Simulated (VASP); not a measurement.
# Cu (I4/mmm) in VASP: notebook

Cu is run at these levels: r2SCAN; tasks: single point.

Everything below comes from runs of VASP 6.6.1. Logs are shortened: lines on timing, memory, paths and dates and some standing lists are left out, and cuts for length are marked.

### Step 1. The cell of the first run

The structure is tetragonal, space group I4/mmm (No. 139). The conventional cell has a = 2.972 Å, b = 2.972 Å, c = 2.670 Å, α = 90.00°, β = 90.00°, γ = 90.00°. Cu (site symmetry 4/mmm) has 14 Cu at 2.49 to 2.97 Å within 3.3 Å.

### Step 2. Single point, r2SCAN (strain +0.030 along x and y, -0.030 along z)

File POSCAR:

```
Cu
1.0
   -1.4860771196      1.4860771196      1.3347990065
    1.4860771196     -1.4860771196      1.3347990065
    1.4860771196      1.4860771196     -1.3347990065
Cu
1
Direct
    0.0000000000      0.0000000000      0.0000000000
```

File INCAR.step1:

```
SYSTEM = Cu
  PREC = Accurate
  ENCUT = 520
  ISMEAR = 0
  SIGMA = 0.15
  LREAL = .FALSE.
  LASPH = .TRUE.
  NELM = 60
  NBANDS = 12
  GGA = PE
  ALGO = Normal
  EDIFF = 1E-4
  LWAVE = .TRUE.
  LCHARG = .FALSE.
```

File INCAR.step2:

```
SYSTEM = Cu
  PREC = Accurate
  ENCUT = 520
  EDIFF = 1E-6
  ISMEAR = 0
  SIGMA = 0.15
  LREAL = .FALSE.
  LASPH = .TRUE.
  NELM = 60
  ALGO = Normal
  ISIF = 2
  LWAVE = .FALSE.
  LCHARG = .TRUE.
  METAGGA = R2SCAN
  LMIXTAU = .TRUE.
  LELF = .TRUE.
  LVHAR = .TRUE.
  NBANDS = 12
  ISTART = 1
```

File KPOINTS:

```
Automatic mesh
0
G
  24 24 24
  0 0 0
```

Potentials or basis: VASP PAW PBE potentials, release 64 (Cu).

The run is started by

```sh
cat potpaw_PBE.64/Cu/POTCAR > POTCAR
cp INCAR.step1 INCAR
mpirun -np 1 vasp_std > vasp.out
cp INCAR.step2 INCAR
mpirun -np 1 vasp_std > vasp.out
```

OUTCAR:

```text
SYSTEM = Cu
   PREC = Accurate
   ENCUT = 520
   EDIFF = 1E-6
   ISMEAR = 0
   LREAL = .FALSE.
   LASPH = .TRUE.
   NELM = 60
   ISIF = 2
   METAGGA = R2SCAN
   ISTART = 1

 ion  position               nearest neighbor table
   1  0.000  0.000  0.000-

  LATTYP: Found a body centered tetragonal cell.
 ALAT       =     2.9721542392
 C/A-ratio  =     0.8982030535

  Lattice vectors:

 A1 = (  -1.4860771196,   1.4860771196,   1.3347990065)
 A2 = (   1.4860771196,  -1.4860771196,   1.3347990065)
 A3 = (   1.4860771196,   1.4860771196,  -1.3347990065)

Analysis of symmetry for initial positions (statically):
=====================================================================
 Subroutine PRICEL returns:
 Original cell was already a primitive cell.

 Routine SETGRP: Setting up the symmetry group for a
 body centered tetragonal supercell.

 Subroutine GETGRP returns: Found 16 space group operations
 (whereof 16 operations were pure point group operations)
 out of a pool of 16 trial point group operations.

The static configuration has the point symmetry D_4h.

Analysis of symmetry for dynamics (positions and initial velocities):
=====================================================================
 Subroutine PRICEL returns:
 Original cell was already a primitive cell.

 Routine SETGRP: Setting up the symmetry group for a
 body centered tetragonal supercell.

 Subroutine GETGRP returns: Found 16 space group operations
 (whereof 16 operations were pure point group operations)
 out of a pool of 16 trial point group operations.

The dynamic configuration has the point symmetry D_4h.

 Subroutine INISYM returns: Found 16 space group operations
 (whereof 16 operations are pure point group operations),
 and found     1 'primitive' translations

----------------------------------------------------------------------------------------

                                     Primitive cell

  volume of cell :      11.7912

  direct lattice vectors                    reciprocal lattice vectors
    -1.486077120  1.486077120  1.334799006     0.000000000  0.336456294  0.374588232
     1.486077120 -1.486077120  1.334799006     0.336456294  0.000000000  0.374588232
     1.486077120  1.486077120 -1.334799006     0.336456294  0.336456294  0.000000000

  length of vectors
     2.489686486  2.489686486  2.489686486     0.503506883  0.503506883  0.475821054

  position of ions in fractional coordinates (direct lattice)
     0.000000000  0.000000000  0.000000000

  ion indices of the primitive-cell ions
   primitive index   ion index
                 1           1

----------------------------------------------------------------------------------------

 KPOINTS: Automatic mesh

Automatic generation of k-mesh.
 Grid dimensions read from file:
 generate k-points for:   24   24   24

 Generating k-lattice:

  Cartesian coordinates                     Fractional coordinates (reciprocal lattice)
     0.000000000  0.014019012  0.015607843     0.041666667  0.000000000  0.000000000
     0.014019012  0.000000000  0.015607843     0.000000000  0.041666667  0.000000000
     0.014019012  0.014019012  0.000000000     0.000000000  0.000000000  0.041666667

  Length of vectors
     0.020979453  0.020979453  0.019825877

  Shift w.r.t. Gamma in fractional coordinates (k-lattice)
     0.000000000  0.000000000  0.000000000

 Subroutine IBZKPT returns following result:
 ===========================================

 Found   1063 irreducible k-points:

 Following reciprocal coordinates:
            Coordinates               Weight
  0.000000  0.000000  0.000000      1.000000
  0.041667  0.000000  0.000000      8.000000
  0.083333  0.000000  0.000000      8.000000
  0.125000 -0.000000  0.000000      8.000000
  0.166667  0.000000 -0.000000      8.000000
  0.208333  0.000000 -0.000000      8.000000
[... 16 lines left out ...]
  0.416667  0.041667 -0.000000     16.000000
  0.458333  0.041667  0.000000     16.000000
 [... further k-points ...]
   k-points           NKPTS =   1063   k-points in BZ     NKDIM =   1063   number of bands    NBANDS=     12
   number of dos      NEDOS =    301   number of ions     NIONS =      1
   total plane-waves  NPLWV =   8000
   dimension x,y,z NGX =    20 NGY =   20 NGZ =   20
   dimension x,y,z NGXF=    40 NGYF=   40 NGZF=   40
   ions per type =               1
   NGX,Y,Z   is equivalent  to a cutoff of  13.35, 13.35, 13.35 a.u.
   NGXF,Y,Z  is equivalent  to a cutoff of  26.71, 26.71, 26.71 a.u.
 SYSTEM =  Cu
   PREC   = accura    normal or accurate (medium, high low for compatibility)
   ISTART =      1    job   : 0-new  1-cont  2-samecut
   ICHARG =      0    charge: 1-file 2-atom 10-const
   ISPIN  =      1    spin polarized calculation?
   LNONCOLLINEAR =      F non collinear calculations
   LSORBIT =      F    spin-orbit coupling
   LASPH  =      T    aspherical Exc in radial PAW
   ENCUT  =  520.0 eV  38.22 Ry    6.18 a.u.   4.63  4.63  4.63*2*pi/ulx,y,z
   NELM   =     60;   NELMIN=  2; NELMDL=  0     # of ELM steps
   EDIFF  = 0.1E-05   stopping-criterion for ELM
   LREAL  =      F    real-space projection
   EDIFFG = 0.1E-04   stopping-criterion for IOM
   NSW    =      0    number of steps for IOM
   IBRION =     -1    ionic relax: 0-MD 1-quasi-New 2-CG
   NFREE  =      0    steps in history (QN), initial steepest desc. (CG)
   ISIF   =      2    stress and relaxation
   ISYM   =      2    0-nonsym 1-usesym 2-fastsym
   POTIM  = 0.5000    time-step for ionic-motion
   TEBEG  =    0.0;   TEEND  =   0.0 temperature during run
   PSTRESS=    0.0 pullay stress
   NELECT =      11.0000    total number of electrons
   NUPDOWN=      -1.0000    fix difference up-down
   EMIN   =  10.00;   EMAX   =-10.00  energy-range for DOS
   EFERMI =   0.00;   METHOD = LEGACY
   ISMEAR =     0;   SIGMA  =   0.15  broadening in eV -4-tet -1-fermi 0-gaus
   EFERMI_NEDOS =   21; number of points for ismear=-14 and -15
   IALGO  =     38    algorithm
   IMIX   =      4    mixing-type and parameters
     AMIX     =   0.40;   BMIX     =  1.00
     AMIX_MAG =   1.60;   BMIX_MAG =  1.00
  volume/ion in A,a.u.               =      11.79        79.57
  Fermi-wavevector in a.u.,A,eV,Ry     =   1.599630  3.022862 34.814807  2.558816
  Thomas-Fermi vector in A             =   2.696893
   LORBIT       =      0    0 simple, 1 ext, 2 COOP (PROOUT), +10 PAW based schemes
   METAGGA = R2SCAN    functional components
   LHFCALC =     F    Hartree Fock is set to
   AEXX    =    0.0000 exact exchange contribution
   IVDW    =     0    specifies the selected vdW correction
   LEPSILON=     F    determine dielectric tensor
   LRPA    =     F    only Hartree local field effects (RPA)
 non-spin polarized calculation
 Gauss-broadening in eV      SIGMA  =   0.15
  energy-cutoff  :      520.00
  volume of cell :       11.79
 maximum number of plane-waves:       329
   NGX =  9   NGY =  9   NGZ =  9

 number of electron      10.9999998 magnetization

 Free energy of the ion-electron system (eV)
  ---------------------------------------------------
  ext. energy  EPLUGINS =         0.00000000
  ---------------------------------------------------
  free energy    TOTEN  =       -10.78813048 eV

  energy without entropy =      -10.78373936  energy(sigma->0) =      -10.78593492

 E-fermi :   7.4239     XC(G=0): -13.7562

 val. band max:        7.4234865525   @ k =  -0.2083  -0.3333   0.1667
 cond. band min:       7.4261190370   @ k =   0.2083   0.1667   0.1250
 fundamental gap:      0.0026324845
 Fermi energy:         7.4239091137

 k-point     1 :       0.0000    0.0000    0.0000
  band No.  band energies     occupation
      1      -2.2585      2.00000
      2       3.9376      2.00000
      3       4.3770      2.00000
      4       4.3772      2.00000
      5       4.9221      2.00000
      6       5.3864      2.00000
      7      32.0262      0.00000
      8      32.0262      0.00000
      9      35.4558      0.00000
     10      35.9697      0.00000
     11      36.4244      0.00000
     12      37.2430      0.00000

 k-point     2 :       0.0417    0.0000    0.0000
  band No.  band energies     occupation
      1      -2.1857      2.00000
      2       3.9468      2.00000
      3       4.3732      2.00000
      4       4.3791      2.00000
      5       4.9266      2.00000
      6       5.3750      2.00000
      7      31.7275      0.00000
      8      31.7774      0.00000
      9      34.5908      0.00000
     10      35.7556      0.00000
     11      36.4009      0.00000
     12      36.5096      0.00000

 k-point     3 :       0.0833    0.0000    0.0000
  band No.  band energies     occupation
      1      -1.9687      2.00000
      2       3.9623      2.00000
      3       4.3588      2.00000
      4       4.3973      2.00000
      5       4.9421      2.00000
      6       5.3441      2.00000
      7      30.8789      0.00000
      8      31.1897      0.00000
      9      32.6159      0.00000
     10      34.7072      0.00000
     11      35.6707      0.00000
     12      36.4842      0.00000
[... 286 lines left out ...]
 k-point    23 :       0.4167    0.0417   -0.0000
  band No.  band energies     occupation
      1       2.2307      2.00000
      2       3.3461      2.00000
      3       5.0950      2.00000
      4       5.4888      2.00000
      5       5.7383      2.00000
      6       6.6667      2.00000
      7      13.5940      0.00000
      8      24.4782      0.00000
      9      25.0396      0.00000
     10      29.2913      0.00000
     11      32.2901      0.00000
     12      40.5136      0.00000

 k-point    24 :       0.4583    0.0417    0.0000
  band No.  band energies     occupation
      1       2.2726      2.00000
      2       3.3202      2.00000
      3       5.1198      2.00000
      4       5.5129      2.00000
      5       5.8409      2.00000
      6       7.2707      1.85142
      7      12.6201      0.00000
      8      24.2028      0.00000
      9      24.8927      0.00000
     10      29.2431      0.00000
     11      32.3025      0.00000
     12      41.1428      0.00000

 [... further k-points ...]

------------------------ aborting loop because EDIFF is reached ----------------------------------------

  FORCE on cell =-STRESS in cart. coord.  units (eV):
  Direction    XX          YY          ZZ          XY          YZ          ZX
  --------------------------------------------------------------------------------------
  -------------------------------------------------------------------------------------
  Total       -0.2581355     -0.2581355     -0.1606509      0.0000000      0.0000000      0.0000000
  in kB      -35.0751644    -35.0751644    -21.8290733      0.0000000      0.0000000      0.0000000
  external PRESSURE =     -30.6598007 kB  Pullay stress =       0.0000000 kB

 VOLUME and BASIS-vectors are now :
 -----------------------------------------------------------------------------
  energy-cutoff  :      520.00
  volume of cell :       11.79
      direct lattice vectors                 reciprocal lattice vectors
    -1.486077120  1.486077120  1.334799006     0.000000000  0.336456294  0.374588232
     1.486077120 -1.486077120  1.334799006     0.336456294  0.000000000  0.374588232
     1.486077120  1.486077120 -1.334799006     0.336456294  0.336456294  0.000000000

 POSITION                                       TOTAL-FORCE (eV/Angst)
 -----------------------------------------------------------------------------------
      0.00000      0.00000      0.00000        -0.000000      0.000000      0.000000
 -----------------------------------------------------------------------------------
    total drift:                                0.000000     -0.000000      0.000000

  FREE ENERGIE OF THE ION-ELECTRON SYSTEM (eV)
  ---------------------------------------------------
  free  energy   TOTEN  =       -10.7881304850 eV

  energy  without entropy=      -10.7837393637  energy(sigma->0) =      -10.78593492
```

Wall time 5.3 min (1 thread of Intel Xeon Platinum 8559C (Emerald Rapids), shared host); peak memory 0.25 GiB.

What came out:

```yaml
Free_energy: -10.7881 eV
Pressure: -3.1 GPa
```

Levels at points of the mesh, in eV from the Fermi level:
```
           k point  band 3  band 4  band 5  band 6  band 7  band 8  band 9  band 10
(0.00, 0.00, 0.00)   -3.05   -3.05   -2.50   -2.04   24.60   24.60   28.03    28.55
(0.50, 0.00, 0.00)   -2.28   -1.87   -1.47   -0.28    5.06   17.42   17.52    21.34
(0.50, 0.50, 0.00)   -2.58   -2.23   -1.51   -1.15    3.82   20.34   20.87    24.17
(0.50, 0.50, 0.50)   -1.67   -1.67   -1.55    7.30    7.30   11.69   12.92    13.74
```

Caveat: the cell differs from its parent crystal (strain +0.030 along x and y, -0.030 along z); the PAW data sets were made with another functional, which shifts forces and pressure a little.

### Step 3. Single point, r2SCAN (strain +0.030 along x and y, +0.000 along z)

File POSCAR:

```
Cu
1.0
   -1.4860771196      1.4860771196      1.3760814500
    1.4860771196     -1.4860771196      1.3760814500
    1.4860771196      1.4860771196     -1.3760814500
Cu
1
Direct
    0.0000000000      0.0000000000      0.0000000000
```

File INCAR.step1:

```
SYSTEM = Cu
ALGO = Normal
EDIFF = 1E-4
ENCUT = 520
GGA = PE
ISMEAR = 0
LASPH = .TRUE.
LCHARG = .FALSE.
LREAL = .FALSE.
LWAVE = .TRUE.
NBANDS = 12
NELM = 100
PREC = Accurate
SIGMA = 0.15
```

File INCAR.step2:

```
SYSTEM = Cu
ALGO = Normal
EDIFF = 1E-6
ENCUT = 520
ISIF = 2
ISMEAR = 0
ISTART = 1
LASPH = .TRUE.
LCHARG = .TRUE.
LELF = .TRUE.
LMIXTAU = .TRUE.
LREAL = .FALSE.
LVHAR = .TRUE.
LWAVE = .FALSE.
METAGGA = R2SCAN
NBANDS = 12
NELM = 100
PREC = Accurate
SIGMA = 0.15
```

File KPOINTS:

```
k-points
0
G
  24 24 24
  0 0 0
```

Potentials or basis: VASP PAW PBE potentials, release 64 (Cu).

The run is started by

```sh
cat potpaw_PBE.64/Cu/POTCAR > POTCAR
cp INCAR.step1 INCAR
mpirun -np 1 vasp_std > vasp.out
cp INCAR.step2 INCAR
mpirun -np 1 vasp_std > vasp.out
```

Wall time 5.1 min (1 thread of Intel Xeon Platinum 8559C (Emerald Rapids), shared host); peak memory 0.25 GiB.

The run converged. Its results:

```
Free energy : -10.7778 eV
Pressure    : -7.2 GPa
```

Stress tensor (GPa, compression positive):
```
-7.30  0.00  0.00
 0.00 -7.30  0.00
 0.00  0.00 -7.05
```

Levels at points of the mesh, in eV from the Fermi level:
```tsv
k point	band 4	band 5	band 6	band 7	band 8	band 9
(0.00, 0.00, 0.00)	-3.01	-2.33	-2.03	24.80	24.80	27.09
(0.50, 0.00, 0.00)	-1.90	-1.43	-0.31	4.75	17.39	17.40
(0.50, 0.50, 0.00)	-2.14	-1.47	-0.91	3.88	19.45	19.72
(0.50, 0.50, 0.50)	-1.62	-1.54	7.56	7.56	10.61	13.00
```

Caveat: the cell differs from its parent crystal (strain +0.030 along x and y, +0.000 along z); the PAW data sets were made with another functional, which shifts forces and pressure a little.
